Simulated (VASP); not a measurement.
A run of VASP 6.6.1:

INCAR

```
SYSTEM = SnTe3
PREC = Accurate
ENCUT = 520
EDIFF = 1E-6
ISMEAR = 0
SIGMA = 0.1
LREAL = .False.
LASPH = .True.
NELM = 100
ALGO = Normal
ISIF = 2
LWAVE = .False.
LCHARG = .True.
GGA = PE
LELF = .True.
LVHAR = .True.
NBANDS = 24
```

Contents of KPOINTS:

```
regular mesh
0
Gamma
  4 4 4
  0 0 0
```

File POSCAR:

```
SnTe3
1.0
    4.8479198589      0.0000000000      0.0000000000
    0.0000000000      4.8479198589      0.0000000000
    0.0000000000      0.0000000000      4.8479198589
Sn Te
1 3
Direct
    0.0000000000      0.0000000000      0.0000000000
    0.0000000000      0.5000000000      0.5000000000
    0.5000000000      0.0000000000      0.5000000000
    0.5000000000      0.5000000000      0.0000000000
```

Potentials or basis: VASP PAW PBE potentials, release 64 (Sn_d, Te).

Launch:

```console
$ cat potpaw_PBE.64/Sn_d/POTCAR potpaw_PBE.64/Te/POTCAR > POTCAR
$ mpirun -np 1 vasp_std > vasp.out
```

Hardware: 1 thread of Intel(R) Xeon(R) 6975P-C (Granite Rapids), on a shared host.

Question: Estimate the wall time of this run.

Answer: Run time: 12 s on 1 thread of Intel(R) Xeon(R) 6975P-C (Granite Rapids) (shared host), peak memory 0.21 GiB. Counts: scf iterations 13, k points 10.
